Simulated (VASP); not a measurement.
# Rb (Im-3m) in VASP: a series of runs

The runs below take Rb through single point, with PBEsol.

Everything below comes from runs of VASP 6.6.1. Logs are shortened: lines on timing, memory, paths and dates and some standing lists are left out, and cuts for length are marked.

### Step 1. The cell of the first run

Symmetry: Im-3m, No. 229, cubic system. The conventional cell has a = 5.331 Å, b = 5.331 Å, c = 5.331 Å, α = 90.00°, β = 90.00°, γ = 90.00°.

### Step 2. Single point, PBEsol (strain -0.050 along x and y, -0.050 along z)

The input, INCAR:

```
SYSTEM = Rb
PREC = Accurate
ENCUT = 520
EDIFF = 1E-6
ISMEAR = 0
SIGMA = 0.15
LREAL = .FALSE.
LASPH = .TRUE.
NELM = 80
ALGO = Normal
ISIF = 2
LWAVE = .FALSE.
LCHARG = .TRUE.
GGA = PS
LELF = .TRUE.
LVHAR = .TRUE.
NBANDS = 10
```

The input, KPOINTS:

```
Automatic mesh
0
G
  12 12 12
  0 0 0
```

The input, POSCAR:

```
Rb
1.0
   -2.6657000000      2.6657000000      2.6657000000
    2.6657000000     -2.6657000000      2.6657000000
    2.6657000000      2.6657000000     -2.6657000000
Rb
1
Direct
    0.0000000000      0.0000000000      0.0000000000
```

Potentials or basis: VASP PAW PBE potentials, release 64 (Rb_sv).

Run with:

```console
$ cat potpaw_PBE.64/Rb_sv/POTCAR > POTCAR
$ mpirun -np 1 vasp_std > vasp.out
```

OUTCAR:

```text
SYSTEM = Rb
   PREC = Accurate
   ENCUT = 520
   EDIFF = 1E-6
   ISMEAR = 0
   LREAL = .FALSE.
   LASPH = .TRUE.
   NELM = 80
   ISIF = 2
   GGA = PS

 ion  position               nearest neighbor table
   1  0.000  0.000  0.000-

  LATTYP: Found a body centered cubic cell.
 ALAT       =     5.3314000000

  Lattice vectors:

 A1 = (  -2.6657000000,   2.6657000000,   2.6657000000)
 A2 = (   2.6657000000,  -2.6657000000,   2.6657000000)
 A3 = (   2.6657000000,   2.6657000000,  -2.6657000000)

Analysis of symmetry for initial positions (statically):
=====================================================================
 Subroutine PRICEL returns:
 Original cell was already a primitive cell.

 Routine SETGRP: Setting up the symmetry group for a
 body centered cubic supercell.

 Subroutine GETGRP returns: Found 48 space group operations
 (whereof 48 operations were pure point group operations)
 out of a pool of 48 trial point group operations.

The static configuration has the point symmetry O_h .

Analysis of symmetry for dynamics (positions and initial velocities):
=====================================================================
 Subroutine PRICEL returns:
 Original cell was already a primitive cell.

 Routine SETGRP: Setting up the symmetry group for a
 body centered cubic supercell.

 Subroutine GETGRP returns: Found 48 space group operations
 (whereof 48 operations were pure point group operations)
 out of a pool of 48 trial point group operations.

The dynamic configuration has the point symmetry O_h .

 Subroutine INISYM returns: Found 48 space group operations
 (whereof 48 operations are pure point group operations),
 and found     1 'primitive' translations

----------------------------------------------------------------------------------------

                                     Primitive cell

  volume of cell :      75.7694

  direct lattice vectors                    reciprocal lattice vectors
    -2.665700000  2.665700000  2.665700000     0.000000000  0.187567993  0.187567993
     2.665700000 -2.665700000  2.665700000     0.187567993  0.000000000  0.187567993
     2.665700000  2.665700000 -2.665700000     0.187567993  0.187567993  0.000000000

  length of vectors
     4.617127838  4.617127838  4.617127838     0.265261200  0.265261200  0.265261200

  position of ions in fractional coordinates (direct lattice)
     0.000000000  0.000000000  0.000000000

  ion indices of the primitive-cell ions
   primitive index   ion index
                 1           1

----------------------------------------------------------------------------------------

 KPOINTS: Automatic mesh

Automatic generation of k-mesh.
 Grid dimensions read from file:
 generate k-points for:   12   12   12

 Generating k-lattice:

  Cartesian coordinates                     Fractional coordinates (reciprocal lattice)
     0.000000000  0.015630666  0.015630666     0.083333333  0.000000000  0.000000000
     0.015630666  0.000000000  0.015630666     0.000000000  0.083333333  0.000000000
     0.015630666  0.015630666  0.000000000     0.000000000  0.000000000  0.083333333

  Length of vectors
     0.022105100  0.022105100  0.022105100

  Shift w.r.t. Gamma in fractional coordinates (k-lattice)
     0.000000000  0.000000000  0.000000000

 Subroutine IBZKPT returns following result:
 ===========================================

 Found     72 irreducible k-points:

 Following reciprocal coordinates:
            Coordinates               Weight
  0.000000  0.000000  0.000000      1.000000
  0.083333  0.000000  0.000000     12.000000
  0.166667  0.000000  0.000000     12.000000
  0.250000  0.000000  0.000000     12.000000
  0.333333  0.000000  0.000000     12.000000
  0.416667  0.000000  0.000000     12.000000
[... 16 lines left out ...]
  0.333333  0.083333  0.083333     24.000000
  0.416667  0.083333  0.083333     12.000000
 [... further k-points ...]
   k-points           NKPTS =     72   k-points in BZ     NKDIM =     72   number of bands    NBANDS=     10
   number of dos      NEDOS =    301   number of ions     NIONS =      1
   total plane-waves  NPLWV =  46656
   dimension x,y,z NGX =    36 NGY =   36 NGZ =   36
   dimension x,y,z NGXF=    72 NGYF=   72 NGZF=   72
   ions per type =               1
   NGX,Y,Z   is equivalent  to a cutoff of  12.96, 12.96, 12.96 a.u.
   NGXF,Y,Z  is equivalent  to a cutoff of  25.92, 25.92, 25.92 a.u.
 SYSTEM =  Rb
   PREC   = accura    normal or accurate (medium, high low for compatibility)
   ISTART =      0    job   : 0-new  1-cont  2-samecut
   ICHARG =      2    charge: 1-file 2-atom 10-const
   ISPIN  =      1    spin polarized calculation?
   LNONCOLLINEAR =      F non collinear calculations
   LSORBIT =      F    spin-orbit coupling
   LASPH  =      T    aspherical Exc in radial PAW
   ENCUT  =  520.0 eV  38.22 Ry    6.18 a.u.   8.58  8.58  8.58*2*pi/ulx,y,z
   NELM   =     80;   NELMIN=  2; NELMDL= -5     # of ELM steps
   EDIFF  = 0.1E-05   stopping-criterion for ELM
   LREAL  =      F    real-space projection
   EDIFFG = 0.1E-04   stopping-criterion for IOM
   NSW    =      0    number of steps for IOM
   IBRION =     -1    ionic relax: 0-MD 1-quasi-New 2-CG
   NFREE  =      0    steps in history (QN), initial steepest desc. (CG)
   ISIF   =      2    stress and relaxation
   ISYM   =      2    0-nonsym 1-usesym 2-fastsym
   POTIM  = 0.5000    time-step for ionic-motion
   TEBEG  =    0.0;   TEEND  =   0.0 temperature during run
   PSTRESS=    0.0 pullay stress
   NELECT =       9.0000    total number of electrons
   NUPDOWN=      -1.0000    fix difference up-down
   EMIN   =  10.00;   EMAX   =-10.00  energy-range for DOS
   EFERMI =   0.00;   METHOD = LEGACY
   ISMEAR =     0;   SIGMA  =   0.15  broadening in eV -4-tet -1-fermi 0-gaus
   EFERMI_NEDOS =   21; number of points for ismear=-14 and -15
   IALGO  =     38    algorithm
   IMIX   =      4    mixing-type and parameters
     AMIX     =   0.40;   BMIX     =  1.00
     AMIX_MAG =   1.60;   BMIX_MAG =  1.00
  volume/ion in A,a.u.               =      75.77       511.32
  Fermi-wavevector in a.u.,A,eV,Ry     =   0.804744  1.520746  8.811308  0.647613
  Thomas-Fermi vector in A             =   1.912858
   LORBIT       =      0    0 simple, 1 ext, 2 COOP (PROOUT), +10 PAW based schemes
   GGA     = PS    functional components
   LHFCALC =     F    Hartree Fock is set to
   AEXX    =    0.0000 exact exchange contribution
   IVDW    =     0    specifies the selected vdW correction
   LEPSILON=     F    determine dielectric tensor
   LRPA    =     F    only Hartree local field effects (RPA)
 non-spin polarized calculation
 Gauss-broadening in eV      SIGMA  =   0.15
  energy-cutoff  :      520.00
  volume of cell :       75.77
 maximum number of plane-waves:      2093
 NGX is ok and might be reduce to    36
   NGX = 17   NGY = 17   NGZ = 17

 number of electron       9.0000000 magnetization

 Free energy of the ion-electron system (eV)
  ---------------------------------------------------
  ext. energy  EPLUGINS =         0.00000000
  ---------------------------------------------------
  free energy    TOTEN  =        -1.01410035 eV

  energy without entropy =       -1.00275624  energy(sigma->0) =       -1.00842830

 E-fermi :   0.3813     XC(G=0):  -5.9989

 val. band max:        0.3798649473   @ k =   0.2500   0.2500   0.0000
 cond. band min:       0.4155260382   @ k =   0.3333   0.1667   0.0000
 fundamental gap:      0.0356610909
 Fermi energy:         0.3813145731

 k-point     1 :       0.0000    0.0000    0.0000
  band No.  band energies     occupation
      1     -28.3875      2.00000
      2     -12.4081      2.00000
      3     -12.4081      2.00000
      4     -12.4081      2.00000
      5      -1.8453      2.00000
      6       4.2237      0.00000
      7       4.2237      0.00000
      8       4.2237      0.00000
      9       5.3111      0.00000
     10       5.3111      0.00000

 k-point     2 :       0.0833    0.0000    0.0000
  band No.  band energies     occupation
      1     -28.3868      2.00000
      2     -12.4207      2.00000
      3     -12.4120      2.00000
      4     -12.4082      2.00000
      5      -1.7476      2.00000
      6       4.0906      0.00000
      7       4.0916      0.00000
      8       4.3183      0.00000
      9       5.1048      0.00000
     10       5.2753      0.00000

 k-point     3 :       0.1667    0.0000    0.0000
  band No.  band energies     occupation
      1     -28.3849      2.00000
      2     -12.4546      2.00000
      3     -12.4227      2.00000
      4     -12.4083      2.00000
      5      -1.4627      2.00000
      6       3.5958      0.00000
      7       3.7922      0.00000
      8       4.5991      0.00000
      9       5.0099      0.00000
     10       5.2213      0.00000

 k-point     4 :       0.2500    0.0000    0.0000
  band No.  band energies     occupation
      1     -28.3824      2.00000
      2     -12.5001      2.00000
      3     -12.4373      2.00000
      4     -12.4085      2.00000
      5      -1.0157      2.00000
      6       2.9364      0.00000
      7       3.4706      0.00000
      8       5.0568      0.00000
      9       5.1227      0.00000
     10       5.2335      0.00000
[... 222 lines left out ...]
 k-point    22 :       0.2500    0.0833    0.0833
  band No.  band energies     occupation
      1     -28.3794      2.00000
      2     -12.5458      2.00000
      3     -12.4524      2.00000
      4     -12.4193      2.00000
      5      -0.2796      2.00000
      6       2.3039      0.00000
      7       2.8744      0.00000
      8       5.2884      0.00000
      9       5.5991      0.00000
     10       5.6270      0.00000

 k-point    23 :       0.3333    0.0833    0.0833
  band No.  band energies     occupation
      1     -28.3778      2.00000
      2     -12.5678      2.00000
      3     -12.4679      2.00000
      4     -12.4201      2.00000
      5       0.3384      1.31436
      6       1.7518      0.00000
      7       2.7330      0.00000
      8       5.0801      0.00000
      9       5.8611      0.00000
     10       5.9863      0.00000

 k-point    24 :       0.4167    0.0833    0.0833
  band No.  band energies     occupation
      1     -28.3772      2.00000
      2     -12.5756      2.00000
      3     -12.4738      2.00000
      4     -12.4204      2.00000
      5       0.7681      0.00027
      6       1.3618      0.00000
      7       2.6857      0.00000
      8       4.9424      0.00000
      9       6.0550      0.00000
     10       6.1806      0.00000

 [... further k-points ...]
[... 5 lines left out ...]
  --------------------------------------------------------------------------------------
  -------------------------------------------------------------------------------------
  Total        0.2335151      0.2335151      0.2335151      0.0000000      0.0000000      0.0000000
  in kB        4.9377804      4.9377804      4.9377804      0.0000000      0.0000000      0.0000000
  external PRESSURE =       4.9377804 kB  Pullay stress =       0.0000000 kB

 VOLUME and BASIS-vectors are now :
 -----------------------------------------------------------------------------
  energy-cutoff  :      520.00
  volume of cell :       75.77
      direct lattice vectors                 reciprocal lattice vectors
    -2.665700000  2.665700000  2.665700000     0.000000000  0.187567993  0.187567993
     2.665700000 -2.665700000  2.665700000     0.187567993  0.000000000  0.187567993
     2.665700000  2.665700000 -2.665700000     0.187567993  0.187567993  0.000000000

 POSITION                                       TOTAL-FORCE (eV/Angst)
 -----------------------------------------------------------------------------------
      0.00000      0.00000      0.00000         0.000000      0.000000      0.000000
 -----------------------------------------------------------------------------------
    total drift:                               -0.000000      0.000000      0.000000

  FREE ENERGIE OF THE ION-ELECTRON SYSTEM (eV)
  ---------------------------------------------------
  free  energy   TOTEN  =        -1.0141003488 eV

  energy  without entropy=       -1.0027562445  energy(sigma->0) =       -1.00842830
```

Run time: 14 s. Hardware: 1 thread of Intel Xeon 6975P-C (Granite Rapids), shared host; peak memory 0.21 GiB.

What came out:

* Free energy: -1.0141 eV
* Pressure: 0.5 GPa

Caveat: the cell differs from its parent crystal (strain -0.050 along x and y, -0.050 along z); the PAW data sets were made with another functional, which shifts forces and pressure a little.

### Step 3. Single point, PBEsol (strain -0.025 along x and y, -0.025 along z)

The input, INCAR:

```
  ALGO = Normal
  EDIFF = 1E-6
  ENCUT = 520
  GGA = PS
  ISIF = 2
  ISMEAR = 0
  LASPH = T
  LCHARG = F
  LREAL = F
  LWAVE = F
  NBANDS = 10
  NELM = 80
  PREC = Accurate
  SIGMA = 0.15
```

The input, KPOINTS:

```
k-points
0
Gamma
  12 12 12
```

The input, POSCAR:

```
Rb
1.0
   -2.7358500000      2.7358500000      2.7358500000
    2.7358500000     -2.7358500000      2.7358500000
    2.7358500000      2.7358500000     -2.7358500000
Rb
1
Direct
    0.0000000000      0.0000000000      0.0000000000
```

Potentials or basis: VASP PAW PBE potentials, release 64 (Rb_sv).

Run with:

```console
$ cat potpaw_PBE.64/Rb_sv/POTCAR > POTCAR
$ mpirun -np 1 vasp_std > vasp.out
```

OUTCAR:

```text
EDIFF = 1E-6
   ENCUT = 520
   GGA = PS
   ISIF = 2
   ISMEAR = 0
   LASPH = T
   LREAL = F
   NELM = 80
   PREC = Accurate

 ion  position               nearest neighbor table
   1  0.000  0.000  0.000-

  LATTYP: Found a body centered cubic cell.
 ALAT       =     5.4717000000

  Lattice vectors:

 A1 = (  -2.7358500000,   2.7358500000,   2.7358500000)
 A2 = (   2.7358500000,  -2.7358500000,   2.7358500000)
 A3 = (   2.7358500000,   2.7358500000,  -2.7358500000)

Analysis of symmetry for initial positions (statically):
[... 480 lines left out ...]
      2     -12.7787      2.00000
      3     -12.7007      2.00000
      4     -12.6589      2.00000
      5       0.5871      0.00013
      6       1.0951      0.00000
      7       2.4838      0.00000
      8       4.5175      0.00000
      9       5.6865      0.00000
     10       5.7236      0.00000

 [... further k-points ...]
[... 5 lines left out ...]
  --------------------------------------------------------------------------------------
  -------------------------------------------------------------------------------------
  Total        0.0896909      0.0896909      0.0896909     -0.0000000      0.0000000     -0.0000000
  in kB        1.7543731      1.7543731      1.7543731     -0.0000000      0.0000000     -0.0000000
  external PRESSURE =       1.7543731 kB  Pullay stress =       0.0000000 kB

 VOLUME and BASIS-vectors are now :
 -----------------------------------------------------------------------------
  energy-cutoff  :      520.00
  volume of cell :       81.91
      direct lattice vectors                 reciprocal lattice vectors
    -2.735850000  2.735850000  2.735850000     0.000000000  0.182758558  0.182758558
     2.735850000 -2.735850000  2.735850000     0.182758558  0.000000000  0.182758558
     2.735850000  2.735850000 -2.735850000     0.182758558  0.182758558  0.000000000

 POSITION                                       TOTAL-FORCE (eV/Angst)
 -----------------------------------------------------------------------------------
      0.00000      0.00000      0.00000        -0.000000      0.000000      0.000000
 -----------------------------------------------------------------------------------
    total drift:                               -0.000000      0.000000      0.000000

  FREE ENERGIE OF THE ION-ELECTRON SYSTEM (eV)
  ---------------------------------------------------
  free  energy   TOTEN  =        -1.0266893135 eV

  energy  without entropy=       -1.0154791990  energy(sigma->0) =       -1.02108426
```

stdout:

```text
POSCAR found type information on POSCAR Rb
 POSCAR found :  1 types and       1 ions
 scaLAPACK will be used
 -----------------------------------------------------------------------------
|                                                                             |
|                                                                             |
|     You enforced a specific xc type in the INCAR file but a different       |
|     I HOPE YOU KNOW WHAT YOU ARE DOING!                                     |
|                                                                             |
 -----------------------------------------------------------------------------

 LDA part: xc-table for (Slater+PW92), standard interpolation
 POSCAR, INCAR and KPOINTS ok, starting setup
 FFT: planning ... GRIDC
 FFT: planning ... GRID_SOFT
 FFT: planning ... GRID
 WAVECAR not read
 entering main loop
```

Run time: 14 s. Hardware: 1 thread of Intel Xeon 6975P-C (Granite Rapids), shared host; peak memory 0.22 GiB.

Results:

| Property | Result |
| --- | --- |
| Free energy | -1.0267 eV |
| Pressure | 0.2 GPa |

Caveat: the cell differs from its parent crystal (strain -0.025 along x and y, -0.025 along z); the PAW data sets were made with another functional, which shifts forces and pressure a little.

### Step 4. Single point, PBEsol (strain +0.025 along x and y, +0.025 along z)

The input, INCAR:

```
SYSTEM = Rb
  PREC = Accurate
  ENCUT = 520
  EDIFF = 1E-6
  ISMEAR = 0
  SIGMA = 0.15
  LREAL = .FALSE.
  LASPH = .TRUE.
  NELM = 60
  ALGO = Normal
  ISIF = 2
  LWAVE = .FALSE.
  LCHARG = .TRUE.
  GGA = PS
  LELF = .TRUE.
  LVHAR = .TRUE.
  NBANDS = 10
```

The input, KPOINTS:

```
Automatic mesh
0
G
  12 12 12
  0 0 0
```

The input, POSCAR:

```
Rb
1.0
   -2.8761500000      2.8761500000      2.8761500000
    2.8761500000     -2.8761500000      2.8761500000
    2.8761500000      2.8761500000     -2.8761500000
Rb
1
Direct
    0.0000000000      0.0000000000      0.0000000000
```

Run with:

```console
$ cat potpaw_PBE.64/Rb_sv/POTCAR > POTCAR
$ mpirun -np 1 vasp_std > vasp.out
```

Wall time 22 s (1 thread of Intel Xeon 6975P-C (Granite Rapids), shared host); peak memory 0.26 GiB.

The run converged. Its results:

| Property | Result |
| --- | --- |
| Free energy | -1.0223 eV |
| Pressure | -0.2 GPa |

Levels at points of the mesh, in eV from the Fermi level:
```tsv
k point	band 1	band 2	band 3	band 4	band 5	band 6	band 7	band 8
(0.00, 0.00, 0.00)	-28.88	-12.93	-12.93	-12.93	-1.91	3.65	3.65	3.65
(0.50, 0.00, 0.00)	-28.87	-13.01	-12.96	-12.93	0.25	0.75	2.58	4.17
(0.50, 0.50, 0.50)	-28.87	-12.99	-12.99	-12.99	1.30	1.30	3.13	3.13
```

Caveat: the cell differs from its parent crystal (strain +0.025 along x and y, +0.025 along z); the PAW data sets were made with another functional, which shifts forces and pressure a little.

### Step 5. Single point, PBEsol (strain +0.050 along x and y, +0.050 along z)

The input, INCAR:

```
  PREC = Accurate
  ENCUT = 520
  EDIFF = 1E-6
  ISMEAR = 0
  SIGMA = 0.15
  LREAL = False
  LASPH = True
  NELM = 100
  ALGO = Fast
  ISIF = 2
  LWAVE = False
  LCHARG = False
  GGA = PS
  NBANDS = 10
```

The input, KPOINTS:

```
regular mesh
0
Gamma
  12 12 12
```

The input, POSCAR:

```
Rb
1.0
   -2.9463000000      2.9463000000      2.9463000000
    2.9463000000     -2.9463000000      2.9463000000
    2.9463000000      2.9463000000     -2.9463000000
Rb
1
Direct
    0.0000000000      0.0000000000      0.0000000000
```

Run with:

```console
$ cat potpaw_PBE.64/Rb_sv/POTCAR > POTCAR
$ mpirun -np 1 vasp_std > vasp.out
```

Run time: 25 s. Hardware: 1 thread of Intel Xeon 6975P-C (Granite Rapids), shared host; peak memory 0.26 GiB.

Results (log left out):

| Property | Result |
| --- | --- |
| Free energy | -1.0089 eV |
| Pressure | -0.4 GPa |

Levels at points of the mesh, in eV from the Fermi level:
```tsv
k point	band 1	band 2	band 3	band 4	band 5	band 6	band 7	band 8
(0.00, 0.00, 0.00)	-28.93	-12.98	-12.98	-12.98	-1.82	3.58	3.58	3.58
(0.50, 0.00, 0.00)	-28.92	-13.05	-13.00	-12.98	0.26	0.71	2.56	4.02
(0.50, 0.50, 0.50)	-28.92	-13.03	-13.03	-13.03	1.34	1.34	2.96	2.96
```

Caveat: the cell differs from its parent crystal (strain +0.050 along x and y, +0.050 along z); the PAW data sets were made with another functional, which shifts forces and pressure a little.

### Step 6. Summary

| cell | gap on the mesh (eV) | pressure (GPa) |
| --- | --- | --- |
| a = 4.617 Å, angles 109.5°, 1 atom | none | 0.5 |
| a = 4.739 Å, angles 109.5°, 1 atom | none | 0.2 |
| a = 4.982 Å, angles 109.5°, 1 atom | none | -0.2 |
| a = 5.103 Å, angles 109.5°, 1 atom | none | -0.4 |

Alike in all rows: task single point; level PBEsol; potentials or basis VASP PAW PBE potentials, release 64 (Rb_sv); no spin polarisation; k mesh 12 × 12 × 12; cutoff (eV) 520; smearing gaussian 0.15 eV.

Caveats: the PAW data sets were made with another functional, which shifts forces and pressure a little.

Absolute energies hang on the potentials; compare differences alone.
